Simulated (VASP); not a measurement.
Input of a VASP 6.6.1 run:

The input INCAR:

```
PREC = Accurate
ENCUT = 520
EDIFF = 1E-6
ISMEAR = 1
SIGMA = 0.05
LREAL = False
LASPH = True
NELM = 80
ALGO = Normal
ISIF = 2
LWAVE = False
LCHARG = False
GGA = PE
NBANDS = 11
```

Contents of KPOINTS:

```
regular mesh
0
Gamma
  11 11 11
```

POSCAR

```
NaH
1.0
    0.0000000000      2.4400000000      2.4400000000
    2.4400000000      0.0000000000      2.4400000000
    2.4400000000      2.4400000000      0.0000000000
Na H
1 1
Direct
   -0.0125970000      0.0013660000      0.0060060000
    0.5005580000      0.4984190000      0.5048660000
```

Potentials or basis: VASP PAW PBE potentials, release 64 (Na_pv, H).

Launch:

```sh
$ cat potpaw_PBE.64/Na_pv/POTCAR potpaw_PBE.64/H/POTCAR > POTCAR
$ mpirun -np 1 vasp_std > vasp.out
```

Question: Estimate the largest force.

Answer: 0.031 eV/Å.

Question: Predict the band gap on the k mesh.

Answer: 3.91 eV, indirect (least direct gap 4.65 eV).

Forces on the atoms (eV/Å):
```
Na  -0.008  0.023  0.019
H    0.008 -0.023 -0.019
```

A k mesh can miss the band edges. Expect the measured gap to be larger: semilocal functionals such as PBE lack the derivative discontinuity.
